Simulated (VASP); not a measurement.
# Ru (P6_3/mmc) in VASP: notebook

Runs on Ru. Level: LDA. Tasks: single point.

Everything below comes from runs of VASP 6.6.1. Logs are shortened: lines on timing, memory, paths and dates and some standing lists are left out, and cuts for length are marked.

## 1. The cell of the first run

The structure is hexagonal, space group P6_3/mmc (No. 194). Conventional cell: a = 2.674 Å, b = 2.674 Å, c = 4.227 Å, α = 90.00°, β = 90.00°, γ = 120.00°. Ru (site symmetry -6m2) has 12 Ru at 2.62 to 2.67 Å within 3.5 Å.

## 2. Single point, LDA

The input, INCAR:

```
SYSTEM = Ru
  PREC = Accurate
  ENCUT = 520
  EDIFF = 1E-6
  ISMEAR = 0
  SIGMA = 0.15
  LREAL = .FALSE.
  LASPH = .TRUE.
  NELM = 80
  ALGO = Fast
  ISIF = 2
  LWAVE = .FALSE.
  LCHARG = .FALSE.
  GGA = CA
  NBANDS = 21
```

The input, KPOINTS:

```
regular mesh
0
G
  21 21 10
  0 0 0
```

The input, POSCAR:

```
Ru
1.0
    2.6740588025      0.0000000000      0.0000000000
   -1.3370294013      2.3158028542      0.0000000000
    0.0000000000      0.0000000000      4.2267610266
Ru
2
Direct
    0.3333333333      0.6666666667      0.2500000000
    0.6666666667      0.3333333333      0.7500000000
```

Potentials or basis: VASP PAW LDA potentials, release 64 (Ru_pv).

Launch:

```sh
> cat potpaw_LDA.64/Ru_pv/POTCAR > POTCAR
> mpirun -np 1 vasp_std > vasp.out
```

OUTCAR:

```text
SYSTEM = Ru
   PREC = Accurate
   ENCUT = 520
   EDIFF = 1E-6
   ISMEAR = 0
   LREAL = .FALSE.
   LASPH = .TRUE.
   NELM = 80
   ISIF = 2
   GGA = CA

 ion  position               nearest neighbor table
   1  0.333  0.667  0.250-   2 2.62   2 2.62   2 2.62   2 2.62   2 2.62   2 2.62
   2  0.667  0.333  0.750-   1 2.62   1 2.62   1 2.62   1 2.62   1 2.62   1 2.62

  LATTYP: Found a hexagonal cell.
 ALAT       =     2.6740588025
 C/A-ratio  =     1.5806537323

  Lattice vectors:

 A1 = (   2.6740588025,   0.0000000000,   0.0000000000)
 A2 = (  -1.3370294013,   2.3158028542,   0.0000000000)
 A3 = (   0.0000000000,   0.0000000000,   4.2267610266)

Analysis of symmetry for initial positions (statically):
=====================================================================
 Subroutine PRICEL returns:
 Original cell was already a primitive cell.

 Routine SETGRP: Setting up the symmetry group for a
 hexagonal supercell.

 Subroutine GETGRP returns: Found 24 space group operations
 (whereof 12 operations were pure point group operations)
 out of a pool of 24 trial point group operations.

The static configuration has the point symmetry D_3d.
 The point group associated with its full space group is D_6h.

Analysis of symmetry for dynamics (positions and initial velocities):
=====================================================================
 Subroutine PRICEL returns:
 Original cell was already a primitive cell.

 Routine SETGRP: Setting up the symmetry group for a
 hexagonal supercell.

 Subroutine GETGRP returns: Found 24 space group operations
 (whereof 12 operations were pure point group operations)
 out of a pool of 24 trial point group operations.

The dynamic configuration has the point symmetry D_3d.
 The point group associated with its full space group is D_6h.

 Subroutine INISYM returns: Found 24 space group operations
 (whereof 12 operations are pure point group operations),
 and found     1 'primitive' translations

----------------------------------------------------------------------------------------

                                     Primitive cell

  volume of cell :      26.1746

  direct lattice vectors                    reciprocal lattice vectors
     2.674058802  0.000000000  0.000000000     0.373963355  0.215907843  0.000000000
    -1.337029401  2.315802854  0.000000000     0.000000000  0.431815687  0.000000000
     0.000000000  0.000000000  4.226761027     0.000000000  0.000000000  0.236587778

  length of vectors
     2.674058802  2.674058803  4.226761027     0.431815687  0.431815687  0.236587778

  position of ions in fractional coordinates (direct lattice)
     0.333333333  0.666666667  0.250000000
     0.666666667  0.333333333  0.750000000

  ion indices of the primitive-cell ions
   primitive index   ion index
                 1           1
                 2           2

----------------------------------------------------------------------------------------

 KPOINTS: regular mesh

Automatic generation of k-mesh.
 Grid dimensions read from file:
 generate k-points for:   21   21   10

 Generating k-lattice:

  Cartesian coordinates                     Fractional coordinates (reciprocal lattice)
     0.017807779  0.010281326  0.000000000     0.047619048 -0.000000000  0.000000000
     0.000000000  0.020562652  0.000000000     0.000000000  0.047619048  0.000000000
     0.000000000  0.000000000  0.023658778     0.000000000  0.000000000  0.100000000

  Length of vectors
     0.020562652  0.020562652  0.023658778

  Shift w.r.t. Gamma in fractional coordinates (k-lattice)
     0.000000000  0.000000000  0.000000000

 Subroutine IBZKPT returns following result:
 ===========================================

 Found    288 irreducible k-points:

 Following reciprocal coordinates:
            Coordinates               Weight
  0.000000  0.000000  0.000000      1.000000
  0.047619 -0.000000  0.000000      6.000000
  0.095238 -0.000000  0.000000      6.000000
  0.142857  0.000000  0.000000      6.000000
  0.190476 -0.000000  0.000000      6.000000
  0.238095  0.000000  0.000000      6.000000
[... 16 lines left out ...]
  0.142857  0.095238  0.000000     12.000000
  0.190476  0.095238  0.000000     12.000000
 [... further k-points ...]
   k-points           NKPTS =    288   k-points in BZ     NKDIM =    288   number of bands    NBANDS=     21
   number of dos      NEDOS =    301   number of ions     NIONS =      2
   total plane-waves  NPLWV =  12800
   dimension x,y,z NGX =    20 NGY =   20 NGZ =   32
   dimension x,y,z NGXF=    40 NGYF=   40 NGZF=   64
   ions per type =               2
   NGX,Y,Z   is equivalent  to a cutoff of  12.43, 12.43, 12.59 a.u.
   NGXF,Y,Z  is equivalent  to a cutoff of  24.87, 24.87, 25.17 a.u.
 SYSTEM =  Ru
   PREC   = accura    normal or accurate (medium, high low for compatibility)
   ISTART =      0    job   : 0-new  1-cont  2-samecut
   ICHARG =      2    charge: 1-file 2-atom 10-const
   ISPIN  =      1    spin polarized calculation?
   LNONCOLLINEAR =      F non collinear calculations
   LSORBIT =      F    spin-orbit coupling
   LASPH  =      T    aspherical Exc in radial PAW
   ENCUT  =  520.0 eV  38.22 Ry    6.18 a.u.   4.97  4.97  7.86*2*pi/ulx,y,z
   NELM   =     80;   NELMIN=  2; NELMDL= -5     # of ELM steps
   EDIFF  = 0.1E-05   stopping-criterion for ELM
   LREAL  =      F    real-space projection
   EDIFFG = 0.1E-04   stopping-criterion for IOM
   NSW    =      0    number of steps for IOM
   IBRION =     -1    ionic relax: 0-MD 1-quasi-New 2-CG
   NFREE  =      0    steps in history (QN), initial steepest desc. (CG)
   ISIF   =      2    stress and relaxation
   ISYM   =      2    0-nonsym 1-usesym 2-fastsym
   POTIM  = 0.5000    time-step for ionic-motion
   TEBEG  =    0.0;   TEEND  =   0.0 temperature during run
   PSTRESS=    0.0 pullay stress
   NELECT =      28.0000    total number of electrons
   NUPDOWN=      -1.0000    fix difference up-down
   EMIN   =  10.00;   EMAX   =-10.00  energy-range for DOS
   EFERMI =   0.00;   METHOD = LEGACY
   ISMEAR =     0;   SIGMA  =   0.15  broadening in eV -4-tet -1-fermi 0-gaus
   EFERMI_NEDOS =   21; number of points for ismear=-14 and -15
   IALGO  =     68    algorithm
   IMIX   =      4    mixing-type and parameters
     AMIX     =   0.40;   BMIX     =  1.00
     AMIX_MAG =   1.60;   BMIX_MAG =  1.00
  volume/ion in A,a.u.               =      13.09        88.32
  Fermi-wavevector in a.u.,A,eV,Ry     =   1.674303  3.163974 38.141091  2.803291
  Thomas-Fermi vector in A             =   2.759122
   LORBIT       =      0    0 simple, 1 ext, 2 COOP (PROOUT), +10 PAW based schemes
   GGA     = CA    functional components
   LHFCALC =     F    Hartree Fock is set to
   AEXX    =    0.0000 exact exchange contribution
   IVDW    =     0    specifies the selected vdW correction
   LEPSILON=     F    determine dielectric tensor
   LRPA    =     F    only Hartree local field effects (RPA)
 non-spin polarized calculation
 RMM-DIIS sequential band-by-band and
 Gauss-broadening in eV      SIGMA  =   0.15
  energy-cutoff  :      520.00
  volume of cell :       26.17
 maximum number of plane-waves:       732
 NGX is ok and might be reduce to    20
   NGX =  9   NGY =  9   NGZ = 15

 number of electron      27.9999992 magnetization

 Free energy of the ion-electron system (eV)
  ---------------------------------------------------
  ext. energy  EPLUGINS =         0.00000000
  ---------------------------------------------------
  free energy    TOTEN  =       -21.39690861 eV

  energy without entropy =      -21.37673292  energy(sigma->0) =      -21.38682077

 E-fermi :  13.3916     XC(G=0): -14.6071

 val. band max:       13.3913087094   @ k =   0.2381   0.0952   0.1000
 cond. band min:      13.3925490266   @ k =   0.3810   0.1905   0.3000
 fundamental gap:      0.0012403172
 Fermi energy:        13.3915968573

 k-point     1 :       0.0000    0.0000    0.0000
  band No.  band energies     occupation
      1     -30.2273      2.00000
      2     -29.1560      2.00000
      3     -29.1560      2.00000
      4     -28.9613      2.00000
      5     -28.9613      2.00000
      6     -28.9128      2.00000
[... 13 lines left out ...]
     20      23.3270      0.00000
     21      24.1424      0.00000

 k-point     2 :       0.0476   -0.0000    0.0000
  band No.  band energies     occupation
      1     -30.2184      2.00000
      2     -29.1751      2.00000
      3     -29.1625      2.00000
      4     -28.9813      2.00000
      5     -28.9638      2.00000
      6     -28.9169      2.00000
[... 13 lines left out ...]
     20      23.3269      0.00000
     21      24.1298      0.00000

 k-point     3 :       0.0952   -0.0000    0.0000
  band No.  band energies     occupation
      1     -30.1921      2.00000
      2     -29.2309      2.00000
      3     -29.1812      2.00000
      4     -29.0392      2.00000
      5     -28.9714      2.00000
      6     -28.9293      2.00000
[... 13 lines left out ...]
     20      23.3268      0.00000
     21      24.0882      0.00000

 k-point     4 :       0.1429    0.0000    0.0000
  band No.  band energies     occupation
      1     -30.1495      2.00000
      2     -29.3183      2.00000
      3     -29.2098      2.00000
      4     -29.1286      2.00000
      5     -28.9838      2.00000
      6     -28.9499      2.00000
[... 13 lines left out ...]
     20      23.3268      0.00000
     21      24.0119      0.00000

 k-point     5 :       0.1905   -0.0000    0.0000
  band No.  band energies     occupation
      1     -30.0926      2.00000
      2     -29.4295      2.00000
      3     -29.2453      2.00000
      4     -29.2401      2.00000
      5     -29.0004      2.00000
      6     -28.9789      2.00000
[... 13 lines left out ...]
     20      23.3267      0.00000
     21      23.9037      0.00000
[... 382 lines left out ...]
     20      25.8223      0.00000
     21      26.2814      0.00000

 k-point    22 :       0.0952    0.0952    0.0000
  band No.  band energies     occupation
      1     -30.1247      2.00000
      2     -29.3501      2.00000
      3     -29.2695      2.00000
      4     -29.1401      2.00000
      5     -29.0033      2.00000
      6     -28.9624      2.00000
[... 13 lines left out ...]
     20      23.3268      0.00000
     21      23.9705      0.00000

 k-point    23 :       0.1429    0.0952    0.0000
  band No.  band energies     occupation
      1     -30.0689      2.00000
      2     -29.4437      2.00000
      3     -29.3546      2.00000
      4     -29.1980      2.00000
      5     -29.0285      2.00000
      6     -28.9914      2.00000
[... 13 lines left out ...]
     20      23.3267      0.00000
     21      23.8777      0.00000

 k-point    24 :       0.1905    0.0952    0.0000
  band No.  band energies     occupation
      1     -30.0016      2.00000
      2     -29.5565      2.00000
      3     -29.4467      2.00000
      4     -29.2589      2.00000
      5     -29.0548      2.00000
      6     -29.0286      2.00000
[... 13 lines left out ...]
     20      23.3267      0.00000
     21      23.7864      0.00000

 [... further k-points ...]

------------------------ aborting loop because EDIFF is reached ----------------------------------------

  FORCE on cell =-STRESS in cart. coord.  units (eV):
  Direction    XX          YY          ZZ          XY          YZ          ZX
  --------------------------------------------------------------------------------------
  -------------------------------------------------------------------------------------
  Total        0.1669504      0.1669504      0.1440910     -0.0000000      0.0000000      0.0000000
  in kB       10.2192235     10.2192235      8.8199702     -0.0000000      0.0000000      0.0000000
  external PRESSURE =       9.7528057 kB  Pullay stress =       0.0000000 kB

 VOLUME and BASIS-vectors are now :
 -----------------------------------------------------------------------------
  energy-cutoff  :      520.00
  volume of cell :       26.17
      direct lattice vectors                 reciprocal lattice vectors
     2.674058802  0.000000000  0.000000000     0.373963355  0.215907843  0.000000000
    -1.337029401  2.315802854  0.000000000     0.000000000  0.431815687  0.000000000
     0.000000000  0.000000000  4.226761027     0.000000000  0.000000000  0.236587778

 POSITION                                       TOTAL-FORCE (eV/Angst)
 -----------------------------------------------------------------------------------
     -0.00000      1.54387      1.05669        -0.000000      0.000000      0.000000
      1.33703      0.77193      3.17007         0.000000      0.000000      0.000000
 -----------------------------------------------------------------------------------
    total drift:                               -0.000000      0.000000     -0.000000

  FREE ENERGIE OF THE ION-ELECTRON SYSTEM (eV)
  ---------------------------------------------------
  free  energy   TOTEN  =       -21.3969086148 eV

  energy  without entropy=      -21.3767329200  energy(sigma->0) =      -21.38682077
```

It took 86 s on 1 thread of Intel Xeon Platinum 8488C (Sapphire Rapids), shared host; peak memory 0.22 GiB.

Results:

```yaml
Free_energy: -21.3969 eV
Pressure: 1.0 GPa
Band_gap_on_the_k_mesh: zero (bands 14 and 15 overlap by 3.26 eV)
```

## 3. Single point, LDA

The input, INCAR:

```
PREC     = Accurate       # precision mode
ENCUT    = 520            # plane-wave cutoff, eV
EDIFF    = 1E-6           # SCF threshold, eV
ISMEAR   = 0              # smearing method
SIGMA    = 0.1            # smearing width, eV
LREAL    = False          # projectors in reciprocal space
LASPH    = True           # aspherical terms in the spheres
NELM     = 100            # most SCF steps
ALGO     = Normal         # electronic algorithm
ISIF     = 2              # what is computed and relaxed
LWAVE    = False          # write WAVECAR
LCHARG   = True           # write CHGCAR
GGA      = CA             # functional
LELF     = True           # ELF
LVHAR    = True         
NBANDS   = 21             # bands
```

The input, KPOINTS:

```
regular mesh
0
Gamma
  18 18 10
```

POSCAR is that of step 2.

Potentials or basis: VASP PAW LDA potentials, release 64 (Ru_pv).

Launch:

```sh
> cat potpaw_LDA.64/Ru_pv/POTCAR > POTCAR
> mpirun -np 1 vasp_std > vasp.out
```

Run time: 64 s. Hardware: 1 thread of Intel Xeon Platinum 8488C (Sapphire Rapids), shared host; peak memory 0.2 GiB.

The run converged. Its results:

* Free energy: -21.3937 eV
* Pressure: 0.9 GPa
* Band gap on the k mesh: zero (bands 14 and 15 overlap by 3.32 eV)

Levels at points of the mesh, in eV from the Fermi level:
```tsv
k point	band 11	band 12	band 13	band 14	band 15	band 16	band 17	band 18
(0.00, 0.00, 0.00)	-2.56	-2.02	-2.02	-1.48	-1.48	1.27	1.27	1.36
(0.50, 0.00, 0.00)	-2.17	-1.85	-1.59	1.54	1.99	2.07	4.29	6.39
(0.00, 0.00, 0.50)	-2.93	-2.93	-2.83	-2.83	0.60	0.60	0.60	0.60
(0.50, 0.00, 0.50)	-1.12	-1.12	0.48	0.48	1.81	1.81	3.55	3.55
```
